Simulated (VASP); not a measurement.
# Sr (I4/mmm) in VASP: a series of runs

Sr is run at these levels: PBEsol; tasks: single point.

All numbers are computed with VASP 6.6.1; they aren't measurements. Logs are shortened: lines on timing, memory, paths and dates and some standing lists are left out, and cuts for length are marked.

### 1 The cell of the first run

It takes space group I4/mmm (No. 139, tetragonal). Conventional cell: a = 4.670 Å, b = 4.670 Å, c = 4.880 Å, α = 90.00°, β = 90.00°, γ = 90.00°. Sr (site symmetry 4/mmm) has 14 Sr at 4.11 to 4.88 Å within 5.4 Å.

### 2 Single point, PBEsol (strain along c alone, the other axes held: +4.5 %)

Contents of INCAR:

```
SYSTEM = Sr
PREC     = Accurate       ! precision mode
ENCUT    = 520            ! plane-wave cutoff, eV
EDIFF    = 1E-7           ! SCF threshold, eV
ISMEAR   = 0              ! smearing method
SIGMA    = 0.1            ! smearing width, eV
LREAL    = .False.        ! projectors in reciprocal space
LASPH    = .True.         ! aspherical terms in the spheres
NELM     = 100            ! most SCF steps
ALGO     = Fast           ! electronic algorithm
ISIF     = 2              ! what is computed and relaxed
LWAVE    = .False.        ! write WAVECAR
LCHARG   = .False.        ! write CHGCAR
GGA      = PS             ! functional
NBANDS   = 17             ! bands
```

Contents of KPOINTS:

```
Automatic mesh
0
Gamma
  12 12 12
  0 0 0
```

Contents of POSCAR:

```
Sr
1.0
    4.6699047934      0.0000000000      0.0000000000
    0.0000000000      4.6699047934      0.0000000000
    0.0000000000      0.0000000000      4.8800505091
Sr
2
Direct
    0.0000000000      0.0000000000      0.0000000000
    0.5000000000      0.5000000000      0.5000000000
```

Potentials or basis: VASP PAW PBE potentials, release 64 (Sr_sv).

Run with:

```sh
cat potpaw_PBE.64/Sr_sv/POTCAR > POTCAR
mpirun -np 1 vasp_std > vasp.out
```

OUTCAR:

```text
SYSTEM = Sr
   PREC = Accurate
   ENCUT = 520
   EDIFF = 1E-7
   ISMEAR = 0
   LREAL = .False.
   LASPH = .True.
   NELM = 100
   ISIF = 2
   GGA = PS

 ion  position               nearest neighbor table
   1  0.000  0.000  0.000-   2 4.11   2 4.11   2 4.11   2 4.11   2 4.11   2 4.11   2 4.11   2 4.11

   2  0.500  0.500  0.500-   1 4.11   1 4.11   1 4.11   1 4.11   1 4.11   1 4.11   1 4.11   1 4.11

  LATTYP: Found a simple tetragonal cell.
 ALAT       =     4.6699047934
 C/A-ratio  =     1.0450000000

  Lattice vectors:

 A1 = (   4.6699047934,   0.0000000000,   0.0000000000)
 A2 = (   0.0000000000,   4.6699047934,   0.0000000000)
 A3 = (   0.0000000000,   0.0000000000,   4.8800505091)

Analysis of symmetry for initial positions (statically):
=====================================================================
 Subroutine PRICEL returns following result:

  LATTYP: Found a body centered tetragonal cell.
 ALAT       =     4.6699047934
 C/A-ratio  =     1.0450000000

  Lattice vectors:

 A1 = (  -2.3349523967,  -2.3349523967,  -2.4400252546)
 A2 = (   2.3349523967,   2.3349523967,  -2.4400252546)
 A3 = (   2.3349523967,  -2.3349523967,   2.4400252546)

   2 primitive cells build up your supercell.

 Routine SETGRP: Setting up the symmetry group for a
 simple tetragonal supercell.

 Subroutine GETGRP returns: Found 16 space group operations
 (whereof 16 operations were pure point group operations)
 out of a pool of 16 trial point group operations.

The static configuration has the point symmetry D_4h.

Analysis of symmetry for dynamics (positions and initial velocities):
=====================================================================
 Subroutine PRICEL returns following result:

  LATTYP: Found a body centered tetragonal cell.
 ALAT       =     4.6699047934
 C/A-ratio  =     1.0450000000

  Lattice vectors:

 A1 = (  -2.3349523967,  -2.3349523967,  -2.4400252546)
 A2 = (   2.3349523967,   2.3349523967,  -2.4400252546)
 A3 = (   2.3349523967,  -2.3349523967,   2.4400252546)

   2 primitive cells build up your supercell.

 Routine SETGRP: Setting up the symmetry group for a
 simple tetragonal supercell.

 Subroutine GETGRP returns: Found 16 space group operations
 (whereof 16 operations were pure point group operations)
 out of a pool of 16 trial point group operations.

The dynamic configuration has the point symmetry D_4h.

 Subroutine INISYM returns: Found 16 space group operations
 (whereof 16 operations are pure point group operations),
 and found     2 'primitive' translations

----------------------------------------------------------------------------------------

                                     Primitive cell

  volume of cell :      53.2121

  direct lattice vectors                    reciprocal lattice vectors
    -2.334952397 -2.334952397 -2.440025255    -0.000000000 -0.214137128 -0.204915912
     2.334952397  2.334952397 -2.440025255     0.214137128  0.000000000 -0.204915912
     2.334952397 -2.334952397  2.440025255     0.214137128 -0.214137128  0.000000000

  length of vectors
     4.105816439  4.105816439  4.105816439     0.296386978  0.296386978  0.302835630

  position of ions in fractional coordinates (direct lattice)
     0.000000000  0.000000000  0.000000000

  ion indices of the primitive-cell ions
   primitive index   ion index
                 1           1

----------------------------------------------------------------------------------------

 KPOINTS: Automatic mesh

Automatic generation of k-mesh.
 Grid dimensions read from file:
 generate k-points for:   12   12   12

 Generating k-lattice:

  Cartesian coordinates                     Fractional coordinates (reciprocal lattice)
     0.017844761  0.000000000  0.000000000     0.083333333  0.000000000  0.000000000
     0.000000000  0.017844761  0.000000000     0.000000000  0.083333333  0.000000000
     0.000000000  0.000000000  0.017076326     0.000000000  0.000000000  0.083333333

  Length of vectors
     0.017844761  0.017844761  0.017076326

  Shift w.r.t. Gamma in fractional coordinates (k-lattice)
     0.000000000  0.000000000  0.000000000

 Subroutine IBZKPT returns following result:
 ===========================================

 Found    196 irreducible k-points:

 Following reciprocal coordinates:
            Coordinates               Weight
  0.000000  0.000000  0.000000      1.000000
  0.083333  0.000000  0.000000      4.000000
  0.166667  0.000000  0.000000      4.000000
  0.250000  0.000000  0.000000      4.000000
  0.333333  0.000000  0.000000      4.000000
  0.416667  0.000000  0.000000      4.000000
[... 16 lines left out ...]
  0.333333  0.333333  0.000000      4.000000
  0.416667  0.333333  0.000000      8.000000
 [... further k-points ...]
   k-points           NKPTS =    196   k-points in BZ     NKDIM =    196   number of bands    NBANDS=     17
   number of dos      NEDOS =    301   number of ions     NIONS =      2
   total plane-waves  NPLWV =  46656
   dimension x,y,z NGX =    36 NGY =   36 NGZ =   36
   dimension x,y,z NGXF=    72 NGYF=   72 NGZF=   72
   ions per type =               2
   NGX,Y,Z   is equivalent  to a cutoff of  12.82, 12.82, 12.26 a.u.
   NGXF,Y,Z  is equivalent  to a cutoff of  25.63, 25.63, 24.53 a.u.
 SYSTEM =  Sr
   PREC   = accura    normal or accurate (medium, high low for compatibility)
   ISTART =      0    job   : 0-new  1-cont  2-samecut
   ICHARG =      2    charge: 1-file 2-atom 10-const
   ISPIN  =      1    spin polarized calculation?
   LNONCOLLINEAR =      F non collinear calculations
   LSORBIT =      F    spin-orbit coupling
   LASPH  =      T    aspherical Exc in radial PAW
   ENCUT  =  520.0 eV  38.22 Ry    6.18 a.u.   8.68  8.68  9.07*2*pi/ulx,y,z
   NELM   =    100;   NELMIN=  2; NELMDL= -5     # of ELM steps
   EDIFF  = 0.1E-06   stopping-criterion for ELM
   LREAL  =      F    real-space projection
   EDIFFG = 0.1E-05   stopping-criterion for IOM
   NSW    =      0    number of steps for IOM
   IBRION =     -1    ionic relax: 0-MD 1-quasi-New 2-CG
   NFREE  =      0    steps in history (QN), initial steepest desc. (CG)
   ISIF   =      2    stress and relaxation
   ISYM   =      2    0-nonsym 1-usesym 2-fastsym
   POTIM  = 0.5000    time-step for ionic-motion
   TEBEG  =    0.0;   TEEND  =   0.0 temperature during run
   PSTRESS=    0.0 pullay stress
   NELECT =      20.0000    total number of electrons
   NUPDOWN=      -1.0000    fix difference up-down
   EMIN   =  10.00;   EMAX   =-10.00  energy-range for DOS
   EFERMI =   0.00;   METHOD = LEGACY
   ISMEAR =     0;   SIGMA  =   0.10  broadening in eV -4-tet -1-fermi 0-gaus
   EFERMI_NEDOS =   21; number of points for ismear=-14 and -15
   IALGO  =     68    algorithm
   IMIX   =      4    mixing-type and parameters
     AMIX     =   0.40;   BMIX     =  1.00
     AMIX_MAG =   1.60;   BMIX_MAG =  1.00
  volume/ion in A,a.u.               =      53.21       359.09
  Fermi-wavevector in a.u.,A,eV,Ry     =   0.937716  1.772026 11.963759  0.879311
  Thomas-Fermi vector in A             =   2.064855
   LORBIT       =      0    0 simple, 1 ext, 2 COOP (PROOUT), +10 PAW based schemes
   GGA     = PS    functional components
   LHFCALC =     F    Hartree Fock is set to
   AEXX    =    0.0000 exact exchange contribution
   IVDW    =     0    specifies the selected vdW correction
   LEPSILON=     F    determine dielectric tensor
   LRPA    =     F    only Hartree local field effects (RPA)
 non-spin polarized calculation
 RMM-DIIS sequential band-by-band and
 Gauss-broadening in eV      SIGMA  =   0.10
  energy-cutoff  :      520.00
  volume of cell :      106.42
 maximum number of plane-waves:      2904
 NGX is ok and might be reduce to    36
   NGX = 17   NGY = 17   NGZ = 19

 number of electron      20.0000000 magnetization

 Free energy of the ion-electron system (eV)
  ---------------------------------------------------
  ext. energy  EPLUGINS =         0.00000000
  ---------------------------------------------------
  free energy    TOTEN  =        -3.67268374 eV

  energy without entropy =       -3.66214693  energy(sigma->0) =       -3.66741533

 E-fermi :   1.6108     XC(G=0):  -7.5325

 val. band max:        1.6074208857   @ k =   0.1667   0.1667   0.0833
 cond. band min:       1.6218175005   @ k =   0.2500   0.0000   0.2500
 fundamental gap:      0.0143966148
 Fermi energy:         1.6107546025

 k-point     1 :       0.0000    0.0000    0.0000
  band No.  band energies     occupation
      1     -34.8606      2.00000
      2     -34.8288      2.00000
      3     -16.9253      2.00000
      4     -16.9084      2.00000
      5     -16.9084      2.00000
      6     -16.7548      2.00000
[... 9 lines left out ...]
     16       5.2013      0.00000
     17       5.5540      0.00000

 k-point     2 :       0.0833    0.0000    0.0000
  band No.  band energies     occupation
      1     -34.8599      2.00000
      2     -34.8293      2.00000
      3     -16.9222      2.00000
      4     -16.9087      2.00000
      5     -16.9056      2.00000
      6     -16.7605      2.00000
[... 9 lines left out ...]
     16       5.1787      0.00000
     17       5.3550      0.00000

 k-point     3 :       0.1667    0.0000    0.0000
  band No.  band energies     occupation
      1     -34.8581      2.00000
      2     -34.8306      2.00000
      3     -16.9130      2.00000
      4     -16.9090      2.00000
      5     -16.8974      2.00000
      6     -16.7764      2.00000
[... 9 lines left out ...]
     16       4.9012      0.00000
     17       4.9218      0.00000

 k-point     4 :       0.2500    0.0000    0.0000
  band No.  band energies     occupation
      1     -34.8553      2.00000
      2     -34.8328      2.00000
      3     -16.9078      2.00000
      4     -16.8985      2.00000
      5     -16.8845      2.00000
      6     -16.7999      2.00000
[... 9 lines left out ...]
     16       4.4148      0.00000
     17       4.6703      0.00000
[... 343 lines left out ...]
      1     -34.8427      2.00000
      2     -34.8427      2.00000
      3     -16.9392      2.00000
      4     -16.9392      2.00000
      5     -16.8336      2.00000
      6     -16.8336      2.00000
[... 9 lines left out ...]
     16       4.5937      0.00000
     17       5.8820      0.00000

 k-point    23 :       0.3333    0.3333    0.0000
  band No.  band energies     occupation
      1     -34.8467      2.00000
      2     -34.8388      2.00000
      3     -16.9613      2.00000
      4     -16.9244      2.00000
      5     -16.8553      2.00000
      6     -16.8118      2.00000
[... 9 lines left out ...]
     16       5.4711      0.00000
     17       5.5786      0.00000

 k-point    24 :       0.4167    0.3333    0.0000
  band No.  band energies     occupation
      1     -34.8445      2.00000
      2     -34.8404      2.00000
      3     -16.9651      2.00000
      4     -16.9461      2.00000
      5     -16.8441      2.00000
      6     -16.8216      2.00000
[... 9 lines left out ...]
     16       5.2803      0.00000
     17       5.8312      0.00000

 [... further k-points ...]

------------------------ aborting loop because EDIFF is reached ----------------------------------------

  FORCE on cell =-STRESS in cart. coord.  units (eV):
  Direction    XX          YY          ZZ          XY          YZ          ZX
  --------------------------------------------------------------------------------------
  -------------------------------------------------------------------------------------
  Total       -0.2995850     -0.2995850     -0.3598253      0.0000000     -0.0000000      0.0000000
  in kB       -4.5101433     -4.5101433     -5.4170384      0.0000000     -0.0000000      0.0000000
  external PRESSURE =      -4.8124417 kB  Pullay stress =       0.0000000 kB

 VOLUME and BASIS-vectors are now :
 -----------------------------------------------------------------------------
  energy-cutoff  :      520.00
  volume of cell :      106.42
      direct lattice vectors                 reciprocal lattice vectors
     4.669904793  0.000000000  0.000000000     0.214137128  0.000000000  0.000000000
     0.000000000  4.669904793  0.000000000     0.000000000  0.214137128  0.000000000
     0.000000000  0.000000000  4.880050509     0.000000000  0.000000000  0.204915912

 POSITION                                       TOTAL-FORCE (eV/Angst)
 -----------------------------------------------------------------------------------
      0.00000      0.00000      0.00000         0.000000      0.000000     -0.000000
      2.33495      2.33495      2.44003        -0.000000     -0.000000      0.000000
 -----------------------------------------------------------------------------------
    total drift:                                0.000000      0.000000      0.000000

  FREE ENERGIE OF THE ION-ELECTRON SYSTEM (eV)
  ---------------------------------------------------
  free  energy   TOTEN  =        -3.6726837378 eV

  energy  without entropy=       -3.6621469304  energy(sigma->0) =       -3.66741533
```

Run time: 4.1 min. Hardware: 1 thread of Intel Xeon Platinum 8488C (Sapphire Rapids), shared host; peak memory 0.42 GiB.

Results:

```
Free energy            : -3.6727 eV
Pressure               : -0.5 GPa
Band gap on the k mesh : zero (bands 10 and 11 overlap by 0.43 eV)
```

Stress tensor (GPa, compression positive):
```
-0.45  0.00  0.00
 0.00 -0.45  0.00
 0.00  0.00 -0.54
```

Caveat: the cell differs from its parent crystal (strain along c alone, the other axes held: +4.5 %); the PAW data sets were made with another functional, which shifts forces and pressure a little.

(Continued in part 2 of 2.)
